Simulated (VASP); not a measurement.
LiH:

```
Li H
1.0
     0.00000    2.14512    2.14512
     2.14512    0.00000    2.14512
     2.14512    2.14512    0.00000
Li H
1 1
Direct
  0.00000 0.00000 0.00000
  0.25000 0.25000 0.25000
```

Base run:

```yaml
Program: VASP 6.6.1
Functional: r2SCAN
Potentials_or_basis: VASP PAW PBE potentials, release 64 (Li_sv, H)
Cutoff: 520 eV
k_mesh: 10 × 10 × 10
Occupations: gaussian, width 0.01 eV
Spin: no spin polarisation
```

Its results: band gap on the k mesh 4.82 eV (least direct gap 5.85 eV).

Question: The run is repeated on the same cell with these changes: functional from r2SCAN to PBE; k mesh from 10 × 10 × 10 to 6 × 6 × 6. What comes out?

Answer: Band gap on the k mesh 4.30 eV (least direct gap 5.27 eV).

Several settings changed at once.

Caveats: some runs use coarse meshes.

A k mesh can miss the band edges.
